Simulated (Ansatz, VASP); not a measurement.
**C in VASP and in Ansatz**

```
C
1.0
     0.00000    1.78337    1.78337
     1.78337    0.00000    1.78337
     1.78337    1.78337    0.00000
C
2
Direct
  0.00000 0.00000 0.00000
  0.25000 0.25000 0.25000
```

Alike in both runs: task single point; functional RPBE; k mesh 8 × 8 × 8; no spin polarisation.

```csv
,VASP,Ansatz
version,VASP 6.6.1,Ansatz 0.2.0
potentials or method,"VASP PAW PBE potentials, release 64 (C)","plane waves, PAW"
plane-wave cutoff (eV),520,420
occupations,"gaussian, width 0.01 eV",fixed
valence electrons in the cell,8,8
```

|  | VASP | Ansatz | Ansatz less VASP |
| --- | --- | --- | --- |
| gap on the k mesh at the Fermi level (eV) | 4.13 | 4.14 | +0.012 |
| pressure (GPa) | 8.5 | 8.0 | -0.54 |

VASP's potentials were made for PBE, not for RPBE.
